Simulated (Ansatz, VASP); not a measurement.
# CoSi: VASP beside Ansatz

```
Co Si
1.0
     2.78133    2.78133    0.00000
     2.78133    0.00000    2.78133
     2.78133    0.00000   -2.78133
Co Si
2 2
Cartesian
  0.0000 0.0000 0.0000
  2.7813 0.0000 0.0000
  4.1720 1.3907 -1.3907
  4.1720 1.3907 1.3907
```

Alike in both runs: task single point; functional PBE; k mesh 13 × 13 × 13; occupations fermi-dirac, width 0.03 eV; no spin polarisation.

```csv
,VASP,Ansatz
version,VASP 6.6.1,Ansatz 0.2.0
potentials or method,"VASP PAW PBE potentials, release 64 (Co, Si)","PAW with Ansatz's default frozen-core files, scalar-relativistic"
plane-wave cutoff (eV),520,420
valence electrons in the cell,26,42
```

```csv
,VASP,Ansatz,Ansatz less VASP
pressure (GPa),-0.8,-0.6,+0.11
```

VASP's potentials hold 26 valence electrons a cell and Ansatz's 42, so a difference there can come from the potentials and not from the codes.
